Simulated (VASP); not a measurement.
# AlN (P1) in VASP: further runs, part 2 of 2

VASP 6.6.1. Earlier steps stand in the parts before.

## Step 3: Single point, LDA (the part above a cut slid along it)

INCAR

```
PREC = Accurate ; ENCUT = 520
EDIFF = 1E-6 ; ISMEAR = 0
SIGMA = 0.05 ; LREAL = F
LASPH = T ; NELM = 60
ALGO = Normal ; ISIF = 2
LWAVE = F ; LCHARG = F
NBANDS = 26
```

KPOINTS

```
Automatic mesh
0
Gamma
  8 8 3
```

POSCAR

```
AlN
1.0
   -3.0886152975      0.0000000000      0.0000000000
   -1.5443076488     -2.6748193102      0.0000000000
   -0.3860769122     -0.6687048275     10.1871685333
Al N
4 4
Direct
    0.3333333333      0.1138648959      0.8778737497
    0.3333333333      0.2351837946      0.3925981551
    0.6666666667      0.6291765772      0.1499603578
    0.6666666667      0.5078576786      0.6352359524
    0.3333333333      0.3101639735      0.0926774394
    0.3333333333      0.1888450748      0.5779530340
    0.6666666667      0.5828378575      0.3353152367
    0.6666666667      0.4615189589      0.8205908312
```

Potentials or basis: VASP PAW LDA potentials, release 64 (Al, N).

Launch:

```sh
cat potpaw_LDA.64/Al/POTCAR potpaw_LDA.64/N/POTCAR > POTCAR
mpirun -np 1 vasp_std > vasp.out
```

OUTCAR:

```text
PREC = Accurate
   ENCUT = 520
   EDIFF = 1E-6
   ISMEAR = 0
   LREAL = F
   LASPH = T
   NELM = 60
   ISIF = 2

 ion  position               nearest neighbor table
   1  0.333  0.114  0.878-   8 1.88   8 1.88   8 1.88   5 2.32   3 3.01   4 3.05   4 3.05   4 3.05

   2  0.333  0.235  0.393-   7 1.88   7 1.88   7 1.88   6 1.89   4 3.05   3 3.05   3 3.05   4 3.05
                             4 3.05   3 3.05
   3  0.667  0.629  0.150-   5 1.88   5 1.88   5 1.88   7 1.89   1 3.01   2 3.05   2 3.05   2 3.05

   4  0.667  0.508  0.635-   6 1.88   6 1.88   6 1.88   8 1.89   2 3.05   1 3.05   1 3.05   2 3.05
                             2 3.05   1 3.05
   5  0.333  0.310  0.093-   3 1.88   3 1.88   3 1.88   1 2.32
   6  0.333  0.189  0.578-   4 1.88   4 1.88   4 1.88   2 1.89
   7  0.667  0.583  0.335-   2 1.88   2 1.88   2 1.88   3 1.89
   8  0.667  0.462  0.821-   1 1.88   1 1.88   1 1.88   4 1.89

  LATTYP: Found a base centered monoclinic cell.
 ALAT       =     3.0886152976
 B/A-ratio  =     1.7320508075
 C/A-ratio  =     3.3077573596
 COS(beta)  =    -0.0755799089

  Lattice vectors:

 A1 = (   3.0886152975,   0.0000000000,   0.0000000000)
 A2 = (  -1.5443076487,   2.6748193102,   0.0000000000)
 A3 = (  -0.3860769122,  -0.6687048275,  10.1871685333)

Analysis of symmetry for initial positions (statically):
=====================================================================
 Subroutine PRICEL returns:
 Original cell was already a primitive cell.

 Routine SETGRP: Setting up the symmetry group for a
 base centered monoclinic supercell.

 Subroutine GETGRP returns: Found  1 space group operations
 (whereof  1 operations were pure point group operations)
 out of a pool of  4 trial point group operations.

The static configuration has the point symmetry C_1 .

Analysis of symmetry for dynamics (positions and initial velocities):
=====================================================================
 Subroutine PRICEL returns:
 Original cell was already a primitive cell.

 Routine SETGRP: Setting up the symmetry group for a
 base centered monoclinic supercell.

 Subroutine GETGRP returns: Found  1 space group operations
 (whereof  1 operations were pure point group operations)
 out of a pool of  4 trial point group operations.

The dynamic configuration has the point symmetry C_1 .

 Subroutine INISYM returns: Found  1 space group operations
 (whereof  1 operations are pure point group operations),
 and found     1 'primitive' translations

----------------------------------------------------------------------------------------

                                     Primitive cell

  volume of cell :      84.1612

  direct lattice vectors                    reciprocal lattice vectors
    -3.088615298  0.000000000  0.000000000    -0.323769684  0.186928514 -0.000000000
    -1.544307649 -2.674819310  0.000000000     0.000000000 -0.373857029 -0.024540676
    -0.386076912 -0.668704828 10.187168533     0.000000000  0.000000000  0.098162703

  length of vectors
     3.088615298  3.088615298 10.216389982     0.373857029  0.374661611  0.098162703

  position of ions in fractional coordinates (direct lattice)
     0.333333333  0.113864896  0.877873750
     0.333333333  0.235183795  0.392598155
     0.666666667  0.629176577  0.149960358
     0.666666667  0.507857679  0.635235952
     0.333333333  0.310163974  0.092677439
[... 44 lines left out ...]
  0.125000  0.000000 -0.000000      2.000000
  0.250000  0.000000 -0.000000      2.000000
  0.375000  0.000000 -0.000000      2.000000
  0.500000  0.000000 -0.000000      1.000000
  0.000000  0.125000 -0.000000      2.000000
[... 16 lines left out ...]
 -0.375000 -0.375000  0.000000      2.000000
  0.125000  0.375000  0.000000      2.000000
 [... further k-points ...]
   k-points           NKPTS =     98   k-points in BZ     NKDIM =     98   number of bands    NBANDS=     26
   number of dos      NEDOS =    301   number of ions     NIONS =      8
   total plane-waves  NPLWV =  46080
   dimension x,y,z NGX =    24 NGY =   24 NGZ =   80
   dimension x,y,z NGXF=    48 NGYF=   48 NGZF=  160
   ions per type =               4   4
   NGX,Y,Z   is equivalent  to a cutoff of  12.92, 12.92, 13.02 a.u.
   NGXF,Y,Z  is equivalent  to a cutoff of  25.84, 25.84, 26.04 a.u.
 SYSTEM =  unknown system
   PREC   = accura    normal or accurate (medium, high low for compatibility)
   ISTART =      0    job   : 0-new  1-cont  2-samecut
   ICHARG =      2    charge: 1-file 2-atom 10-const
   ISPIN  =      1    spin polarized calculation?
   LNONCOLLINEAR =      F non collinear calculations
   LSORBIT =      F    spin-orbit coupling
   LASPH  =      T    aspherical Exc in radial PAW
   ENCUT  =  520.0 eV  38.22 Ry    6.18 a.u.   5.74  5.74 19.00*2*pi/ulx,y,z
   NELM   =     60;   NELMIN=  2; NELMDL= -5     # of ELM steps
   EDIFF  = 0.1E-05   stopping-criterion for ELM
   LREAL  =      F    real-space projection
   EDIFFG = 0.1E-04   stopping-criterion for IOM
   NSW    =      0    number of steps for IOM
   IBRION =     -1    ionic relax: 0-MD 1-quasi-New 2-CG
   NFREE  =      0    steps in history (QN), initial steepest desc. (CG)
   ISIF   =      2    stress and relaxation
   ISYM   =      2    0-nonsym 1-usesym 2-fastsym
   POTIM  = 0.5000    time-step for ionic-motion
   TEBEG  =    0.0;   TEEND  =   0.0 temperature during run
   PSTRESS=    0.0 pullay stress
   NELECT =      32.0000    total number of electrons
   NUPDOWN=      -1.0000    fix difference up-down
   EMIN   =  10.00;   EMAX   =-10.00  energy-range for DOS
   EFERMI =   0.00;   METHOD = LEGACY
   ISMEAR =     0;   SIGMA  =   0.05  broadening in eV -4-tet -1-fermi 0-gaus
   EFERMI_NEDOS =   21; number of points for ismear=-14 and -15
   IALGO  =     38    algorithm
   IMIX   =      4    mixing-type and parameters
     AMIX     =   0.40;   BMIX     =  1.00
     AMIX_MAG =   1.60;   BMIX_MAG =  1.00
  volume/ion in A,a.u.               =      10.52        70.99
  Fermi-wavevector in a.u.,A,eV,Ry     =   1.186008  2.241230 19.138154  1.406615
  Thomas-Fermi vector in A             =   2.322190
   LORBIT       =      0    0 simple, 1 ext, 2 COOP (PROOUT), +10 PAW based schemes
   GGA     = CA    functional components
   LHFCALC =     F    Hartree Fock is set to
   AEXX    =    0.0000 exact exchange contribution
   IVDW    =     0    specifies the selected vdW correction
   LEPSILON=     F    determine dielectric tensor
   LRPA    =     F    only Hartree local field effects (RPA)
 non-spin polarized calculation
 Gauss-broadening in eV      SIGMA  =   0.05
  energy-cutoff  :      520.00
  volume of cell :       84.16
 maximum number of plane-waves:      2290
   NGX = 11   NGY = 11   NGZ = 37

 number of electron      32.0000000 magnetization

 Free energy of the ion-electron system (eV)
  ---------------------------------------------------
  ext. energy  EPLUGINS =         0.00000000
  ---------------------------------------------------
  free energy    TOTEN  =       -64.75624339 eV

  energy without entropy =      -64.75624339  energy(sigma->0) =      -64.75624339

 E-fermi :   6.4434     XC(G=0): -11.2163

 val. band max:        6.1628868775   @ k =   0.0000   0.0000   0.0000
 cond. band min:       9.6249444179   @ k =   0.0000   0.5000   0.3333
 fundamental gap:      3.4620575405
 Fermi energy:         6.4433670372

 k-point     1 :       0.0000    0.0000    0.0000
  band No.  band energies     occupation
      1      -9.3989      2.00000
      2      -8.5745      2.00000
      3      -8.0550      2.00000
      4      -6.8793      2.00000
      5      -0.2915      2.00000
      6       2.1921      2.00000
[... 685 lines left out ...]
     25      16.1480      0.00000
     26      16.8220      0.00000

 [... further k-points ...]
[... 5 lines left out ...]
  --------------------------------------------------------------------------------------
  -------------------------------------------------------------------------------------
  Total       -0.2301393     -1.6939704     -3.1214919     -0.5345023      2.1852360      1.7185865
  in kB       -4.3811647    -32.2481387    -59.4238838    -10.1753278     41.6003683     32.7167551
  external PRESSURE =     -32.0177291 kB  Pullay stress =       0.0000000 kB

 VOLUME and BASIS-vectors are now :
 -----------------------------------------------------------------------------
  energy-cutoff  :      520.00
  volume of cell :       84.16
      direct lattice vectors                 reciprocal lattice vectors
    -3.088615298  0.000000000  0.000000000    -0.323769684  0.186928514 -0.000000000
    -1.544307649 -2.674819310  0.000000000     0.000000000 -0.373857029 -0.024540676
    -0.386076912 -0.668704828 10.187168533     0.000000000  0.000000000  0.098162703

 POSITION                                       TOTAL-FORCE (eV/Angst)
 -----------------------------------------------------------------------------------
     -1.54431     -0.89161      8.94305        -0.364670     -0.868333      1.463210
     -1.54431     -0.89161      3.99946         0.006782      0.011804     -0.406812
     -3.08862     -1.78321      1.52767        -0.059788      0.126154     -0.460681
     -3.08862     -1.78321      6.47126        -0.035244     -0.014023     -0.417672
     -1.54431     -0.89161      0.94412         0.649451      0.751784     -1.298709
     -1.54431     -0.89161      5.88770        -0.006904      0.004949      0.376847
     -3.08862     -1.78321      3.41591         0.037292      0.024886      0.415425
     -3.08862     -1.78321      8.35950        -0.226920     -0.037220      0.328392
 -----------------------------------------------------------------------------------
    total drift:                                0.000162      0.000261      0.000560

  FREE ENERGIE OF THE ION-ELECTRON SYSTEM (eV)
  ---------------------------------------------------
  free  energy   TOTEN  =       -64.7562433863 eV

  energy  without entropy=      -64.7562433863  energy(sigma->0) =      -64.75624339
```

Run time: 62 s. Hardware: 1 thread of Intel Xeon 6975P-C (Granite Rapids), shared host; peak memory 0.27 GiB.

What came out:

```yaml
Free_energy: -64.7562 eV
Pressure: -3.2 GPa
Largest_force: 1.740 eV/Å
Band_gap_on_the_k_mesh: 3.46 eV (least direct gap 3.47 eV)
```

Forces on the atoms (eV/Å):
```
Al  -0.365 -0.868  1.463
Al   0.007  0.012 -0.407
Al  -0.060  0.126 -0.461
Al  -0.035 -0.014 -0.418
N    0.649  0.752 -1.299
N   -0.007  0.005  0.377
N    0.037  0.025  0.415
N   -0.227 -0.037  0.328
```

Caveat: the cell differs from its parent crystal (the part above a cut slid along it); the stress differs along the axes, from -6 to -0 GPa; forces of over 1 eV/Å act on the atoms, so gaps and moduli don't describe the material at rest. A k mesh can miss the band edges.

## Step 4: Single point, LDA (the part above a cut slid along it)

INCAR

```
SYSTEM = AlN
  PREC = Accurate
  ENCUT = 520
  EDIFF = 1E-6
  ISMEAR = 0
  SIGMA = 0.05
  LREAL = .False.
  LASPH = .True.
  NELM = 60
  ALGO = Normal
  ISIF = 2
  LWAVE = .False.
  LCHARG = .True.
  GGA = CA
  LELF = .True.
  LVHAR = .True.
  NBANDS = 26
```

KPOINTS

```
regular mesh
0
Gamma
  8 8 3
  0 0 0
```

POSCAR

```
AlN
1.0
   -3.0886152975      0.0000000000      0.0000000000
   -1.5443076488     -2.6748193102      0.0000000000
   -0.1286923041     -0.2229016092     10.1871685333
Al N
4 4
Direct
    0.3333333333      0.2601771875      0.8778737497
    0.3333333333      0.3006168204      0.3925981551
    0.6666666667      0.6541699702      0.1499603578
    0.6666666667      0.6137303373      0.6352359524
    0.3333333333      0.3256102134      0.0926774394
    0.3333333333      0.2851705805      0.5779530340
    0.6666666667      0.6387237303      0.3353152367
    0.6666666667      0.5982840974      0.8205908312
```

Potentials or basis: VASP PAW LDA potentials, release 64 (Al, N).

Launch:

```sh
cat potpaw_LDA.64/Al/POTCAR potpaw_LDA.64/N/POTCAR > POTCAR
mpirun -np 1 vasp_std > vasp.out
```

OUTCAR:

```text
SYSTEM = AlN
   PREC = Accurate
   ENCUT = 520
   EDIFF = 1E-6
   ISMEAR = 0
   LREAL = .False.
   LASPH = .True.
   NELM = 60
   ISIF = 2
   GGA = CA

 ion  position               nearest neighbor table
   1  0.333  0.260  0.878-   8 1.88   8 1.88   8 1.88   5 2.20   4 3.05   4 3.05   4 3.05   3 3.18
                             3 3.31
   2  0.333  0.301  0.393-   7 1.88   7 1.88   7 1.88   6 1.89   4 3.05   3 3.05   3 3.05   4 3.05
                             4 3.05   3 3.05
   3  0.667  0.654  0.150-   5 1.88   5 1.88   5 1.88   7 1.89   2 3.05   2 3.05   2 3.05   1 3.18
                             1 3.31
[... 917 lines left out ...]
  in kB       -0.4162216     -7.4779720    -86.9566175     -0.2842296     20.4210113     12.7391080
  external PRESSURE =     -31.6169370 kB  Pullay stress =       0.0000000 kB

 VOLUME and BASIS-vectors are now :
 -----------------------------------------------------------------------------
  energy-cutoff  :      520.00
  volume of cell :       84.16
      direct lattice vectors                 reciprocal lattice vectors
    -3.088615298  0.000000000  0.000000000    -0.323769684  0.186928514 -0.000000000
    -1.544307649 -2.674819310  0.000000000     0.000000000 -0.373857029 -0.008180225
    -0.128692304 -0.222901609 10.187168533     0.000000000  0.000000000  0.098162703

 POSITION                                       TOTAL-FORCE (eV/Angst)
 -----------------------------------------------------------------------------------
     -1.54431     -0.89161      8.94305        -0.201435     -0.381913      1.861165
     -1.54431     -0.89161      3.99946         0.002957      0.005177     -0.351582
     -3.08862     -1.78321      1.52767         0.007725      0.043927     -0.688146
     -3.08862     -1.78321      6.47126        -0.009265     -0.010458     -0.355242
     -1.54431     -0.89161      0.94412         0.241057      0.372768     -1.595893
     -1.54431     -0.89161      5.88770        -0.000738      0.000768      0.339516
     -3.08862     -1.78321      3.41591         0.010894      0.014231      0.365229
     -3.08862     -1.78321      8.35950        -0.051195     -0.044502      0.424953
 -----------------------------------------------------------------------------------
    total drift:                               -0.000318     -0.000559      0.000328

  FREE ENERGIE OF THE ION-ELECTRON SYSTEM (eV)
  ---------------------------------------------------
  free  energy   TOTEN  =       -65.2078588183 eV

  energy  without entropy=      -65.2078588183  energy(sigma->0) =      -65.20785882
```

OSZICAR:

```text
N       E                     dE             d eps       ncg     rms          rms(c)
DAV:   1     0.102898353648E+03    0.10290E+03   -0.14748E+04  5096   0.111E+03
DAV:   2    -0.664943849596E+02   -0.16939E+03   -0.15905E+03  6872   0.217E+02
DAV:   3    -0.754464523987E+02   -0.89521E+01   -0.89013E+01  6900   0.512E+01
DAV:   4    -0.755176600614E+02   -0.71208E-01   -0.71165E-01  6078   0.531E+00
DAV:   5    -0.755184902912E+02   -0.83023E-03   -0.82998E-03  6820   0.569E-01    0.174E+01
DAV:   6    -0.654460184067E+02    0.10072E+02   -0.32765E+01  6160   0.298E+01    0.632E+00
DAV:   7    -0.653360648424E+02    0.10995E+00   -0.12438E+00  6488   0.568E+00    0.401E+00
DAV:   8    -0.652190029077E+02    0.11706E+00   -0.14275E-01  6548   0.262E+00    0.757E-01
DAV:   9    -0.652078817933E+02    0.11121E-01   -0.17223E-02  6792   0.741E-01    0.280E-01
DAV:  10    -0.652079368762E+02   -0.55083E-04   -0.17418E-03  6044   0.236E-01    0.996E-02
DAV:  11    -0.652078618071E+02    0.75069E-04   -0.19046E-04  6856   0.115E-01    0.192E-02
DAV:  12    -0.652078594263E+02    0.23808E-05   -0.58526E-05  6676   0.537E-02    0.117E-02
DAV:  13    -0.652078588183E+02    0.60798E-06   -0.68543E-06  6256   0.162E-02
   1 F= -.65207859E+02 E0= -.65207859E+02  d E =-.916833E-15
```

It took 63 s on 1 thread of Intel Xeon 6975P-C (Granite Rapids), shared host; peak memory 0.27 GiB.

Results:

| Property | Result |
| --- | --- |
| Free energy | -65.2079 eV |
| Pressure | -3.2 GPa |
| Largest force | 1.911 eV/Å |
| Band gap on the k mesh | 3.74 eV |

Forces in eV/Å, atoms in the order of the input:
```
Al  -0.201 -0.382  1.861
Al   0.003  0.005 -0.352
Al   0.008  0.044 -0.688
Al  -0.009 -0.010 -0.355
N    0.241  0.373 -1.596
N   -0.001  0.001  0.340
N    0.011  0.014  0.365
N   -0.051 -0.045  0.425
```

Caveat: the cell differs from its parent crystal (the part above a cut slid along it); the stress differs along the axes, from -9 to -0 GPa; forces of over 1 eV/Å act on the atoms, so gaps and moduli don't describe the material at rest.

## Step 5: The runs side by side

```csv
cell,gap on the mesh (eV),pressure (GPa),largest force (eV/Å)
"a = 3.089, b = 3.089, c = 10.268 Å, angles 82.8, 86.4, 60.0°, 8 atoms",3.04,-3.2,1.14
"a = 3.089, b = 3.089, c = 10.216 Å, angles 85.7, 87.8, 60.0°, 8 atoms",3.46,-3.2,1.74
"a = 3.089, b = 3.089, c = 10.190 Å, angles 88.6, 89.3, 60.0°, 8 atoms",3.74,-3.2,1.91
```

Alike in all rows: task single point; level LDA; potentials or basis VASP PAW LDA potentials, release 64 (Al, N); no spin polarisation; k mesh 8 × 8 × 3; cutoff (eV) 520; smearing gaussian 0.05 eV.

Caveats: forces of over 1 eV/Å act on the atoms, so gaps and moduli don't describe the material at rest; the cell stands under tension (at least some runs); the stress differs along the axes, from -6 to -0 GPa (at least some runs); the stress differs along the axes, from -9 to -0 GPa (at least some runs).

Absolute energies hang on the potentials; compare differences alone.
